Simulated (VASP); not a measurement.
Runs of VASP 6.6.1 on Lu. The structure is that of space group Pm-3m (No. 221), or close to it. The cells are those of the table. 

```tsv
cell	gap on the mesh (eV)	pressure (GPa)
a = 3.132 Å, 1 atom	none	4.2
a = 3.269 Å, 1 atom	none	(b)
a = 3.312 Å, 1 atom	none	-1.0
a = 3.395 Å, 1 atom	none	-2.6
a = 3.225 Å, 1 atom	none	(a)
```

Alike in all rows: task single point; level RPBE; potentials or basis VASP PAW PBE potentials, release 64 (Lu); no spin polarisation; k mesh 11 × 11 × 11; cutoff (eV) 520; smearing fermi-dirac 0.1 eV.

Task: Estimate the missing entries.

Result: (a) 1.1; (b) -0.1.

Caveats: the PAW data sets were made with another functional, which shifts forces and pressure a little; spin-orbit coupling is left out, which moves the levels of the heavy elements.

A k mesh can miss the band edges, and the runs leave out spin-orbit coupling on Lu.

A gap of «none» marks levels without a gap at the run's occupations.
